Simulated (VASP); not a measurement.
Pt2F, 3 atoms in the cell. The structure is hexagonal, space group P6/mmm (No. 191). Conventional cell: a = 4.440 Å, b = 4.440 Å, c = 2.593 Å, α = 90.00°, β = 90.00°, γ = 120.00°. Pt (site symmetry -6m2) has 5 Pt at 2.56 to 2.59 Å and 6 F at 2.87 Å within 3.4 Å. Within 3.4 Å of F (site symmetry 6/mmm) lie 2 F at 2.59 Å and 12 Pt at 2.87 Å. The cell was generated, and may not be a known phase.

```yaml
Program: VASP 6.6.1
Task: relaxation of cell and atoms
Functional: PBE
Potentials_or_basis: VASP PAW PBE potentials, release 64 (Pt, F)
Cutoff: 600 eV
k_mesh: 6 × 6 × 6
Occupations: gaussian, width 0.1 eV
Spin: no spin polarisation
Dipole_correction: no
Further_INCAR_settings: ALGO = Normal; EDIFF = 1e-06; IBRION = 2; EDIFFG = -0.04; NSW = 90; ISIF = 3
```

Potentials or basis: VASP PAW PBE potentials, release 64 (Pt, F).

Launch:

```console
$ cat potpaw_PBE.64/Pt/POTCAR potpaw_PBE.64/F/POTCAR > POTCAR
$ mpirun -np 1 vasp_std > vasp.out
```

Hardware: 1 thread of Intel(R) Xeon(R) Platinum 8259CL CPU @ 2.50GHz (Skylake/Cascade Lake), with other jobs on the host.

Task: Estimate the wall time of this run.

Result: Run time: 66 s on 1 thread of Intel(R) Xeon(R) Platinum 8259CL CPU @ 2.50GHz (Skylake/Cascade Lake), on a shared host, peak memory 0.2 GiB. Counts: scf iterations 44, k points 28, ion steps 5.
